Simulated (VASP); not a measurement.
The system is MnO.

```
Mn O
1.0
     0.00000    2.17664    2.17664
     2.17664    0.00000    2.17664
     2.17664    2.17664    0.00000
Mn O
1 1
Direct
  0.00000 0.00000 0.00000
  0.50000 0.50000 0.50000
```

Base run:

| Item | Value |
| --- | --- |
| Program | VASP 6.6.1 |
| Functional | PBE |
| Potentials or basis | VASP PAW PBE potentials, release 64 (Mn_pv, O) |
| Cutoff | 520 eV |
| k mesh | 10 × 10 × 10 |
| Occupations | fermi-dirac, width 0.05 eV |
| Spin | collinear spin, ferromagnetic start |
| Starting moments | [4.0, 0.0] μB |

Its results: pressure 7.2 GPa; net moment 4.57 μB per cell; site moments Mn +4.18; O +0.19 μB.

**Question.** The run is repeated on the same cell with these changes: potentials or basis from VASP PAW PBE potentials, release 64 (Mn_pv, O) to VASP PAW PBE potentials, release 64 (Mn_sv, O); cutoff from 520 eV to 600 eV; further incar settings from ALGO = Normal; EDIFF = 1e-07; NBANDS = 20 to ALGO = Normal; EDIFF = 1e-06; NBANDS = 22; valence electrons from 19 to 21. What comes out?

**Answer.** Pressure 5.0 GPa; net moment 4.56 μB per cell; site moments Mn +4.00; O +0.19 μB.

Caveats: a cell with one magnetic atom can't hold antiferromagnetic order, which such compounds often take.
